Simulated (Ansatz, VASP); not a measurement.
**Al: VASP beside Ansatz**

```xyz
1
Lattice="-1.7862 1.7862 1.2628 1.7862 -1.7862 1.2628 1.7862 1.7862 -1.2628" Properties=species:S:1:pos:R:3 pbc="T T T"
Al    0.0000    0.0000    0.0000
```

Alike in both runs: task single point; functional LDA; k mesh 24 × 24 × 24; occupations gaussian, width 0.15 eV; no spin polarisation.

```csv
,VASP,Ansatz
version,VASP 6.6.1,Ansatz 0.2.0
potentials or method,"VASP PAW LDA potentials, release 64 (Al), cutoff 520 eV","scalar-relativistic, plane waves, PAW"
valence electrons in the cell,3,3
```

```tsv
	VASP	Ansatz	Ansatz less VASP
gap on the k mesh at the Fermi level (eV)	none	none	-
pressure (GPa)	4.1	4.0	-0.10
traceless stress, the component that is largest in VASP (GPa)	10.36	10.30	-0.065
```

LDA's correlation is that of Perdew and Zunger in VASP and of Perdew and Wang (1992) in Ansatz. A gap of «none» marks a metal or a gap that the smearing closes.
